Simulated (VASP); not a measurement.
# CaO (Fm-3m) in VASP: further runs, part 2 of 2

VASP 6.6.1.

## Step 4: Single point, PBEsol

INCAR reads:

```
PREC = Accurate
ENCUT = 520
EDIFF = 1E-7
ISMEAR = -1
SIGMA = 0.05
LREAL = False
LASPH = True
NELM = 80
ALGO = Normal
ISIF = 2
LWAVE = False
LCHARG = False
GGA = PS
NBANDS = 15
```

KPOINTS reads:

```
Automatic mesh
0
Gamma
  8 8 8
```

POSCAR reads:

```
CaO
1.0
    0.0000000000      2.4035556960      2.4035556960
    2.4035556960      0.0000000000      2.4035556960
    2.4035556960      2.4035556960      0.0000000000
Ca O
1 1
Direct
    0.0000000000      0.0000000000      0.0000000000
    0.5000000000      0.5000000000      0.5000000000
```

Potentials or basis: VASP PAW PBE potentials, release 64 (Ca_sv, O).

The run is started by

```bash
> cat potpaw_PBE.64/Ca_sv/POTCAR potpaw_PBE.64/O/POTCAR > POTCAR
> mpirun -np 1 vasp_std > vasp.out
```

OUTCAR:

```text
PREC = Accurate
   ENCUT = 520
   EDIFF = 1E-7
   ISMEAR = -1
   LREAL = False
   LASPH = True
   NELM = 80
   ISIF = 2
   GGA = PS

 ion  position               nearest neighbor table
   1  0.000  0.000  0.000-   2 2.40   2 2.40   2 2.40   2 2.40   2 2.40   2 2.40
   2  0.500  0.500  0.500-   1 2.40   1 2.40   1 2.40   1 2.40   1 2.40   1 2.40

  LATTYP: Found a face centered cubic cell.
 ALAT       =     4.8071113920

  Lattice vectors:

[... 618 lines left out ...]

------------------------ aborting loop because EDIFF is reached ----------------------------------------

  FORCE on cell =-STRESS in cart. coord.  units (eV):
  Direction    XX          YY          ZZ          XY          YZ          ZX
  --------------------------------------------------------------------------------------
  -------------------------------------------------------------------------------------
  Total       -0.3748888     -0.3748888     -0.3748888     -0.0000000      0.0000000      0.0000000
  in kB      -21.6282028    -21.6282028    -21.6282028     -0.0000000      0.0000000      0.0000000
  external PRESSURE =     -21.6282028 kB  Pullay stress =       0.0000000 kB

 VOLUME and BASIS-vectors are now :
 -----------------------------------------------------------------------------
  energy-cutoff  :      520.00
  volume of cell :       27.77
      direct lattice vectors                 reciprocal lattice vectors
     0.000000000  2.403555696  2.403555696    -0.208025136  0.208025136  0.208025136
     2.403555696  0.000000000  2.403555696     0.208025136 -0.208025136  0.208025136
     2.403555696  2.403555696  0.000000000     0.208025136  0.208025136 -0.208025136

 POSITION                                       TOTAL-FORCE (eV/Angst)
 -----------------------------------------------------------------------------------
      0.00000      0.00000      0.00000         0.000000      0.000000     -0.000000
      2.40356      2.40356      2.40356        -0.000000     -0.000000      0.000000
 -----------------------------------------------------------------------------------
    total drift:                                0.000000      0.000000      0.000000

  FREE ENERGIE OF THE ION-ELECTRON SYSTEM (eV)
  ---------------------------------------------------
  free  energy   TOTEN  =       -13.4082621001 eV

  energy  without entropy=      -13.4082621000  energy(sigma->0) =      -13.40826210
```

OSZICAR:

```text
N       E                     dE             d eps       ncg     rms          rms(c)
DAV:   1     0.125846479207E+03    0.12585E+03   -0.84277E+03   870   0.109E+03
DAV:   2    -0.943042144810E+01   -0.13528E+03   -0.12511E+03  1094   0.286E+02
DAV:   3    -0.147812300025E+02   -0.53508E+01   -0.53068E+01  1038   0.600E+01
DAV:   4    -0.149248299523E+02   -0.14360E+00   -0.14353E+00  1227   0.900E+00
DAV:   5    -0.149260100176E+02   -0.11801E-02   -0.11801E-02   989   0.815E-01    0.806E+00
DAV:   6    -0.135087074827E+02    0.14173E+01   -0.43325E+00   955   0.207E+01    0.356E+00
DAV:   7    -0.134247762595E+02    0.83931E-01   -0.36666E-01   975   0.630E+00    0.178E+00
DAV:   8    -0.134090756538E+02    0.15701E-01   -0.71830E-02  1115   0.291E+00    0.393E-01
DAV:   9    -0.134079103453E+02    0.11653E-02   -0.47472E-03   905   0.571E-01    0.103E-01
DAV:  10    -0.134082948902E+02   -0.38454E-03   -0.52358E-04  1017   0.264E-01    0.532E-02
DAV:  11    -0.134082631370E+02    0.31753E-04   -0.42893E-05  1176   0.924E-02    0.722E-03
DAV:  12    -0.134082621598E+02    0.97714E-06   -0.78355E-06  1012   0.313E-02    0.437E-03
DAV:  13    -0.134082621001E+02    0.59759E-07   -0.49427E-07  1087   0.822E-03
   1 F= -.13408262E+02 E0= -.13408262E+02  d E =-.737060E-10
```

stdout:

```text
POSCAR found type information on POSCAR CaO
 POSCAR found :  2 types and       2 ions
 scaLAPACK will be used
 -----------------------------------------------------------------------------
|                                                                             |
|                                                                             |
|     You enforced a specific xc type in the INCAR file but a different       |
|     I HOPE YOU KNOW WHAT YOU ARE DOING!                                     |
|                                                                             |
 -----------------------------------------------------------------------------

 LDA part: xc-table for (Slater+PW92), standard interpolation
 POSCAR, INCAR and KPOINTS ok, starting setup
 FFT: planning ... GRIDC
 FFT: planning ... GRID_SOFT
 FFT: planning ... GRID
 WAVECAR not read
 entering main loop
```

Run time: 7.5 s. Hardware: 1 thread of Intel Xeon 6975P-C (Granite Rapids), shared host; peak memory 0.16 GiB.

Results:

| Quantity | Value |
| --- | --- |
| Free energy | -13.4083 eV |
| Pressure | -2.2 GPa |
| Band gap on the k mesh | 3.53 eV, indirect (least direct gap 3.91 eV) |

Caveat: the PAW data sets were made with another functional, which shifts forces and pressure a little. PBEsol gaps usually lie below the measured ones, often by a third to a half.

## Step 5: The runs side by side

| level | k mesh | gap on the mesh (eV) | pressure (GPa) |
| --- | --- | --- | --- |
| PBEsol | 6 × 6 × 6 | 3.53 | -2.2 |
| r2SCAN | 6 × 6 × 6 | 4.19 | 0.1 |
| PBEsol | 8 × 8 × 8 | 3.53 | -2.2 |

Alike in all rows: task single point; potentials or basis VASP PAW PBE potentials, release 64 (Ca_sv, O); no spin polarisation; cell as given; cutoff (eV) 520; smearing fermi-dirac 0.05 eV.

On the cell as given the gap runs from 3.53 eV (PBEsol) to 4.19 eV (r2SCAN); the meshes differ, which moves gaps too. The pressure there spans -2.2 GPa (PBEsol) to 0.1 GPa (r2SCAN); a positive pressure means that this level wants a larger cell, a negative one a smaller.

Caveats: the PAW data sets were made with another functional, which shifts forces and pressure a little.

Total energies depend on the potentials used, so only differences within one code and one set of settings carry meaning.
